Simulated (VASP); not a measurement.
Write the native input for VASP 6.6.1 that does the following.

```yaml
Task: single point
Functional: LDA
Potentials_or_basis: VASP PAW LDA potentials, release 64 (Sr_sv, Mg)
Cutoff: 520 eV
k_mesh: 9 × 9 × 9
Occupations: fermi-dirac, width 0.05 eV
Spin: no spin polarisation
Dipole_correction: no
Further_INCAR_settings: ALGO = Normal; EDIFF = 1e-06; NBANDS = 13
```

The structure of SrMg lies in POSCAR:

```
SrMg
1.0
    3.9000000000      0.0000000000      0.0000000000
    0.0000000000      3.9000000000      0.0000000000
    0.0000000000      0.0000000000      3.9390000000
Sr Mg
1 1
Direct
    0.5000000000      0.5000000000      0.5000000000
    0.0000000000      0.0000000000      0.0000000000
```

This cell differs from its parent crystal: zz strain of +1 %.

One way to write it, as run:

INCAR

```
PREC     = Accurate       # precision mode
ENCUT    = 520            # plane-wave cutoff, eV
EDIFF    = 1E-6           # SCF threshold, eV
ISMEAR   = -1             # smearing method
SIGMA    = 0.05           # smearing width, eV
LREAL    = False          # projectors in reciprocal space
LASPH    = True           # aspherical terms in the spheres
NELM     = 60             # most SCF steps
ALGO     = Normal         # electronic algorithm
ISIF     = 2              # what is computed and relaxed
LWAVE    = False          # write WAVECAR
LCHARG   = True           # write CHGCAR
GGA      = CA             # functional
LELF     = True           # ELF
LVHAR    = True         
NBANDS   = 13             # bands
```

KPOINTS

```
Automatic mesh
0
Gamma
  9 9 9
```

Potentials or basis: VASP PAW LDA potentials, release 64 (Sr_sv, Mg).

Command:

```bash
$ cat potpaw_LDA.64/Sr_sv/POTCAR potpaw_LDA.64/Mg/POTCAR > POTCAR
$ mpirun -np 1 vasp_std > vasp.out
```

Results of the run:

```
Pressure               : 2.9 GPa
Band gap on the k mesh : zero (bands 6 and 7 overlap by 1.34 eV)
```

Caveat: the cell differs from its parent crystal (zz strain of +1 %).

It took 28 s on 1 thread of Intel(R) Xeon(R) 6975P-C (Granite Rapids), with other jobs on the host, peak memory 0.19 GiB.
